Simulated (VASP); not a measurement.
# Co (P6_3/mmc) in VASP: single point with LDA

Aim: the single point of Co with LDA.

Everything below comes from runs of VASP 6.6.1. Logs are shortened: lines on timing, memory, paths and dates and some standing lists are left out, and cuts for length are marked.

**1. The cell of the first run**

The structure is hexagonal, space group P6_3/mmc (No. 194). The conventional cell has a = 2.429 Å, b = 2.429 Å, c = 3.918 Å, α = 90.00°, β = 90.00°, γ = 120.00°. Co (site symmetry -6m2) has 12 Co at 2.41 to 2.43 Å within 3.2 Å.

**2. Single point, LDA, collinear spin, ferromagnetic start**

The input, INCAR:

```
SYSTEM = Co
PREC = Accurate ; ENCUT = 520
EDIFF = 1E-6 ; ISMEAR = 0
SIGMA = 0.05 ; LREAL = .FALSE.
LASPH = .TRUE. ; NELM = 150
ALGO = Normal ; ISIF = 2
LWAVE = .FALSE. ; LCHARG = .FALSE.
ISPIN = 2 ; MAGMOM = 1.5 1.5 1.5 1.5
LORBIT = 11 ; LMAXMIX = 4
NBANDS = 30
```

The input, KPOINTS:

```
Automatic mesh
0
G
  14 10 8
  0 0 0
```

The input, POSCAR:

```
Co
1.0
   -2.4294651523      0.0000000000      0.0000000000
    0.0000000000      0.0000000000     -3.9179744593
   -0.0000000001     -4.2079570790      0.0000000000
Co
4
Direct
    0.0000000000     -0.2500000000     -0.3333333333
   -0.5000000000     -0.7500000000     -0.1666666667
    0.5000000000     -0.2500000000      0.1666666667
    0.0000000000     -0.7500000000      0.3333333333
```

Potentials or basis: VASP PAW LDA potentials, release 64 (Co).

Command:

```bash
cat potpaw_LDA.64/Co/POTCAR > POTCAR
mpirun -np 1 vasp_std > vasp.out
```

OUTCAR:

```text
SYSTEM = Co
   PREC = Accurate
   ENCUT = 520
   EDIFF = 1E-6
   ISMEAR = 0
   LREAL = .FALSE.
   LASPH = .TRUE.
   NELM = 150
   ISIF = 2
   ISPIN = 2
   LORBIT = 11

 ion  position               nearest neighbor table
   1  0.000  0.750  0.667-   2 2.41   2 2.41   2 2.41   2 2.41   4 2.41   4 2.41   3 2.43   3 2.43
                             3 2.43   3 2.43
   2  0.500  0.250  0.833-   1 2.41   1 2.41   1 2.41   1 2.41   3 2.41   3 2.41   4 2.43   4 2.43
                             4 2.43   4 2.43
   3  0.500  0.750  0.167-   4 2.41   4 2.41   4 2.41   4 2.41   2 2.41   2 2.41   1 2.43   1 2.43
                             1 2.43   1 2.43
   4  0.000  0.250  0.333-   3 2.41   3 2.41   3 2.41   3 2.41   1 2.41   1 2.41   2 2.43   2 2.43
                             2 2.43   2 2.43

  LATTYP: Found a simple orthorhombic cell.
 ALAT       =     2.4294651523
 B/A-ratio  =     1.6126901247
 C/A-ratio  =     1.7320508076

  Lattice vectors:

 A1 = (  -2.4294651523,   0.0000000000,   0.0000000000)
 A2 = (   0.0000000000,   0.0000000000,  -3.9179744593)
 A3 = (  -0.0000000001,  -4.2079570790,   0.0000000000)

Analysis of symmetry for initial positions (statically):
=====================================================================
 Subroutine PRICEL returns following result:

  LATTYP: Found a hexagonal cell.
 ALAT       =     2.4294651523
 C/A-ratio  =     1.6126901246

  Lattice vectors:

 A1 = (  -1.2147325762,  -2.1039785395,   0.0000000000)
 A2 = (  -1.2147325761,   2.1039785395,   0.0000000000)
 A3 = (   0.0000000000,   0.0000000000,  -3.9179744593)

   2 primitive cells build up your supercell.

 Routine SETGRP: Setting up the symmetry group for a
 simple orthorhombic supercell.

 Subroutine GETGRP returns: Found  8 space group operations
 (whereof  4 operations were pure point group operations)
 out of a pool of  8 trial point group operations.

The static configuration has the point symmetry C_2h.
 The point group associated with its full space group is D_2h.

Analysis of symmetry for dynamics (positions and initial velocities):
=====================================================================
 Subroutine PRICEL returns following result:

  LATTYP: Found a hexagonal cell.
 ALAT       =     2.4294651523
 C/A-ratio  =     1.6126901246

  Lattice vectors:

 A1 = (  -1.2147325762,  -2.1039785395,   0.0000000000)
 A2 = (  -1.2147325761,   2.1039785395,   0.0000000000)
 A3 = (   0.0000000000,   0.0000000000,  -3.9179744593)

   2 primitive cells build up your supercell.

 Routine SETGRP: Setting up the symmetry group for a
 simple orthorhombic supercell.

 Subroutine GETGRP returns: Found  8 space group operations
 (whereof  4 operations were pure point group operations)
 out of a pool of  8 trial point group operations.

The dynamic configuration has the point symmetry C_2h.
 The point group associated with its full space group is D_2h.

Analysis of structural, dynamic, and magnetic symmetry:
=====================================================================
 Subroutine PRICEL returns following result:

  LATTYP: Found a hexagonal cell.
 ALAT       =     2.4294651523
 C/A-ratio  =     1.6126901246

  Lattice vectors:

 A1 = (  -1.2147325762,  -2.1039785395,   0.0000000000)
 A2 = (  -1.2147325761,   2.1039785395,   0.0000000000)
 A3 = (   0.0000000000,   0.0000000000,  -3.9179744593)

   2 primitive cells build up your supercell.

 Routine SETGRP: Setting up the symmetry group for a
 simple orthorhombic supercell.

 Subroutine GETGRP returns: Found  8 space group operations
 (whereof  4 operations were pure point group operations)
 out of a pool of  8 trial point group operations.

The overall configuration has the point symmetry C_2h.
 The point group associated with its full space group is D_2h.

 Subroutine INISYM returns: Found  8 space group operations
 (whereof  4 operations are pure point group operations),
 and found     2 'primitive' translations

----------------------------------------------------------------------------------------

                                     Primitive cell

  volume of cell :      20.0269

  direct lattice vectors                    reciprocal lattice vectors
    -1.214732576 -2.103978539  0.000000000    -0.411613231 -0.237645009  0.000000000
    -1.214732576  2.103978540  0.000000000    -0.411613231  0.237645010  0.000000000
     0.000000000  0.000000000 -3.917974459     0.000000000  0.000000000 -0.255233925

  length of vectors
     2.429465152  2.429465152  3.917974459     0.475290019  0.475290019  0.255233925

  position of ions in fractional coordinates (direct lattice)
     0.666666667  0.333333333  0.750000000
     0.333333333  0.666666667  0.250000000

  ion indices of the primitive-cell ions
   primitive index   ion index
                 1           1
                 2           4

----------------------------------------------------------------------------------------

 KPOINTS: Automatic mesh

Automatic generation of k-mesh.
 Grid dimensions read from file:
 generate k-points for:   14   10    8

 Generating k-lattice:

  Cartesian coordinates                     Fractional coordinates (reciprocal lattice)
    -0.029400945  0.000000000  0.000000000     0.071428571  0.000000000  0.000000000
     0.000000000  0.000000000 -0.025523393     0.000000000  0.100000000  0.000000000
     0.000000000 -0.029705626  0.000000000     0.000000000  0.000000000  0.125000000

  Length of vectors
     0.029400945  0.025523393  0.029705626

  Shift w.r.t. Gamma in fractional coordinates (k-lattice)
     0.000000000  0.000000000  0.000000000

 Subroutine IBZKPT returns following result:
 ===========================================

 Found    240 irreducible k-points:

 Following reciprocal coordinates:
            Coordinates               Weight
  0.000000  0.000000  0.000000      1.000000
  0.071429  0.000000  0.000000      2.000000
  0.142857  0.000000  0.000000      2.000000
  0.214286  0.000000  0.000000      2.000000
  0.285714  0.000000  0.000000      2.000000
  0.357143  0.000000  0.000000      2.000000
[... 16 lines left out ...]
  0.428571  0.200000  0.000000      4.000000
  0.500000  0.200000  0.000000      2.000000
 [... further k-points ...]
   k-points           NKPTS =    240   k-points in BZ     NKDIM =    240   number of bands    NBANDS=     30
   number of dos      NEDOS =    301   number of ions     NIONS =      4
   total plane-waves  NPLWV =  17280
   dimension x,y,z NGX =    18 NGY =   30 NGZ =   32
   dimension x,y,z NGXF=    36 NGYF=   60 NGZF=   64
   ions per type =               4
   NGX,Y,Z   is equivalent  to a cutoff of  12.32, 12.73, 12.64 a.u.
   NGXF,Y,Z  is equivalent  to a cutoff of  24.63, 25.46, 25.28 a.u.
 SYSTEM =  Co
   PREC   = accura    normal or accurate (medium, high low for compatibility)
   ISTART =      0    job   : 0-new  1-cont  2-samecut
   ICHARG =      2    charge: 1-file 2-atom 10-const
   ISPIN  =      2    spin polarized calculation?
   LNONCOLLINEAR =      F non collinear calculations
   LSORBIT =      F    spin-orbit coupling
   LASPH  =      T    aspherical Exc in radial PAW
   ENCUT  =  520.0 eV  38.22 Ry    6.18 a.u.   4.52  7.28  7.82*2*pi/ulx,y,z
   NELM   =    150;   NELMIN=  2; NELMDL= -5     # of ELM steps
   EDIFF  = 0.1E-05   stopping-criterion for ELM
   LREAL  =      F    real-space projection
[... 7 lines left out ...]
   TEBEG  =    0.0;   TEEND  =   0.0 temperature during run
   PSTRESS=    0.0 pullay stress
   NELECT =      36.0000    total number of electrons
   NUPDOWN=      -1.0000    fix difference up-down
   EMIN   =  10.00;   EMAX   =-10.00  energy-range for DOS
   EFERMI =   0.00;   METHOD = LEGACY
   ISMEAR =     0;   SIGMA  =   0.05  broadening in eV -4-tet -1-fermi 0-gaus
   EFERMI_NEDOS =   21; number of points for ismear=-14 and -15
   IALGO  =     38    algorithm
   IMIX   =      4    mixing-type and parameters
     AMIX     =   0.40;   BMIX     =  1.00
     AMIX_MAG =   1.60;   BMIX_MAG =  1.00
  volume/ion in A,a.u.               =      10.01        67.57
  Fermi-wavevector in a.u.,A,eV,Ry     =   1.579893  2.985566 33.961004  2.496063
  Thomas-Fermi vector in A             =   2.680204
   LORBIT       =     11    0 simple, 1 ext, 2 COOP (PROOUT), +10 PAW based schemes
   GGA     = CA    functional components
   LHFCALC =     F    Hartree Fock is set to
   AEXX    =    0.0000 exact exchange contribution
   IVDW    =     0    specifies the selected vdW correction
   LEPSILON=     F    determine dielectric tensor
   LRPA    =     F    only Hartree local field effects (RPA)
 spin polarized calculation
 Gauss-broadening in eV      SIGMA  =   0.05
  energy-cutoff  :      520.00
  volume of cell :       40.05
 maximum number of plane-waves:      1102
   NGX =  9   NGY = 15   NGZ = 15

 number of electron      36.0000011 magnetization       5.9544250

 Free energy of the ion-electron system (eV)
  ---------------------------------------------------
  ext. energy  EPLUGINS =         0.00000000
  ---------------------------------------------------
  free energy    TOTEN  =       -32.50643986 eV

  energy without entropy =      -32.50206533  energy(sigma->0) =      -32.50425260

 E-fermi :  11.0635     XC(G=0): -14.2145

 val. band max:       11.0632206275   @ k =   0.0714   0.2000   0.3750
 cond. band min:      11.0639298716   @ k =   0.3571   0.2000   0.0000
 fundamental gap:      0.0007092441
 Fermi energy:        11.0634682974

 spin component 1

 k-point     1 :       0.0000    0.0000    0.0000
  band No.  band energies     occupation
      1       1.7196      1.00000
      2       5.6538      1.00000
      3       6.0537      1.00000
      4       6.1097      1.00000
      5       6.3919      1.00000
      6       8.3608      1.00000
[... 22 lines left out ...]
     29      26.1906      0.00000
     30      26.6735      0.00000

 k-point     2 :       0.0714    0.0000    0.0000
  band No.  band energies     occupation
      1       1.8625      1.00000
      2       5.7433      1.00000
      3       6.1380      1.00000
      4       6.1961      1.00000
      5       6.4126      1.00000
      6       8.3302      1.00000
[... 22 lines left out ...]
     29      25.1973      0.00000
     30      26.6313      0.00000

 k-point     3 :       0.1429    0.0000    0.0000
  band No.  band energies     occupation
      1       2.2825      1.00000
      2       5.9898      1.00000
      3       6.3702      1.00000
      4       6.4241      1.00000
      5       6.4652      1.00000
      6       8.0419      1.00000
[... 682 lines left out ...]
     29      23.8307      0.00000
     30      23.9408      0.00000

 k-point    24 :       0.5000    0.2000    0.0000
  band No.  band energies     occupation
      1       6.4908      1.00000
      2       6.4908      1.00000
      3       6.5786      1.00000
      4       6.5786      1.00000
      5       7.1128      1.00000
      6       7.1128      1.00000
[... 22 lines left out ...]
     29      24.2922      0.00000
     30      24.2922      0.00000

 [... further k-points ...]

 spin component 2

 k-point     1 :       0.0000    0.0000    0.0000
  band No.  band energies     occupation
      1       1.9048      1.00000
      2       6.5192      1.00000
      3       6.9234      1.00000
      4       7.0927      1.00000
      5       7.4364      1.00000
      6       9.1943      1.00000
[... 22 lines left out ...]
     29      26.7946      0.00000
     30      26.9444      0.00000

 k-point     2 :       0.0714    0.0000    0.0000
  band No.  band energies     occupation
      1       2.0483      1.00000
      2       6.6172      1.00000
      3       7.0153      1.00000
      4       7.1785      1.00000
      5       7.4623      1.00000
      6       9.0829      1.00000
[... 22 lines left out ...]
     29      25.6301      0.00000
     30      27.1155      0.00000

 k-point     3 :       0.1429    0.0000    0.0000
  band No.  band energies     occupation
      1       2.4709      1.00000
      2       6.8896      1.00000
      3       7.2615      1.00000
      4       7.4128      1.00000
      5       7.5298      1.00000
      6       8.8109      1.00000
[... 682 lines left out ...]
     29      24.3110      0.00000
     30      24.4808      0.00000

 k-point    24 :       0.5000    0.2000    0.0000
  band No.  band energies     occupation
      1       7.1383      1.00000
      2       7.1383      1.00000
      3       7.6192      1.00000
      4       7.6192      1.00000
      5       8.1597      1.00000
      6       8.1597      1.00000
[... 22 lines left out ...]
     29      24.7905      0.00000
     30      24.7905      0.00000

 [... further k-points ...]
[... 5 lines left out ...]
  --------------------------------------------------------------------------------------
  -------------------------------------------------------------------------------------
  Total       -0.3082752     -0.3095628     -0.3553331     -0.0000000      0.0000000      0.0000000
  in kB      -12.3312070    -12.3827122    -14.2135523     -0.0000000      0.0000000      0.0000000
  external PRESSURE =     -12.9758238 kB  Pullay stress =       0.0000000 kB

 VOLUME and BASIS-vectors are now :
 -----------------------------------------------------------------------------
  energy-cutoff  :      520.00
  volume of cell :       40.05
      direct lattice vectors                 reciprocal lattice vectors
    -2.429465152  0.000000000  0.000000000    -0.411613231  0.000000000  0.000000000
     0.000000000  0.000000000 -3.917974459     0.000000000  0.000000000 -0.255233925
    -0.000000000 -4.207957079  0.000000000     0.000000000 -0.237645009  0.000000000

 POSITION                                       TOTAL-FORCE (eV/Angst)
 -----------------------------------------------------------------------------------
     -0.00000     -2.80530     -2.93848         0.000000      0.010232      0.000000
     -1.21473     -3.50663     -0.97949        -0.000000     -0.010232     -0.000000
     -1.21473     -0.70133     -2.93848         0.000000      0.010232      0.000000
     -0.00000     -1.40265     -0.97949        -0.000000     -0.010232      0.000000
 -----------------------------------------------------------------------------------
    total drift:                               -0.000000     -0.000000     -0.000000

  FREE ENERGIE OF THE ION-ELECTRON SYSTEM (eV)
  ---------------------------------------------------
  free  energy   TOTEN  =       -32.5064398618 eV

  energy  without entropy=      -32.5020653284  energy(sigma->0) =      -32.50425260

 total charge

# of ion       s       p       d       tot
------------------------------------------
    1        0.523   0.588   7.339   8.450
    2        0.523   0.588   7.339   8.450
    3        0.523   0.588   7.339   8.450
    4        0.523   0.588   7.339   8.450
--------------------------------------------------
tot          2.091   2.354  29.355  33.799

 magnetization (x)

# of ion       s       p       d       tot
------------------------------------------
    1       -0.013  -0.039   1.534   1.482
    2       -0.013  -0.039   1.534   1.482
    3       -0.013  -0.039   1.534   1.482
    4       -0.013  -0.039   1.534   1.482
--------------------------------------------------
tot         -0.054  -0.157   6.138   5.927
```

It took 3.8 min on 1 thread of Intel Xeon 6975P-C (Granite Rapids), shared host; peak memory 0.43 GiB.

Results:

```yaml
Free_energy: -32.5064 eV
Pressure: -1.3 GPa
Largest_force: 0.010 eV/Å
Net_moment: 5.95 μB per cell
Site_moments: Co +1.48 μB
Valence_electrons_inside_the_program's_atomic_spheres: Co 8.45
```

Forces in eV/Å, atoms in the order of the input:
```
Co   0.000  0.010  0.000
Co   0.000 -0.010  0.000
Co   0.000  0.010  0.000
Co   0.000 -0.010  0.000
```

Stress tensor (GPa, compression positive):
```
-1.23  0.00  0.00
 0.00 -1.24  0.00
 0.00  0.00 -1.42
```
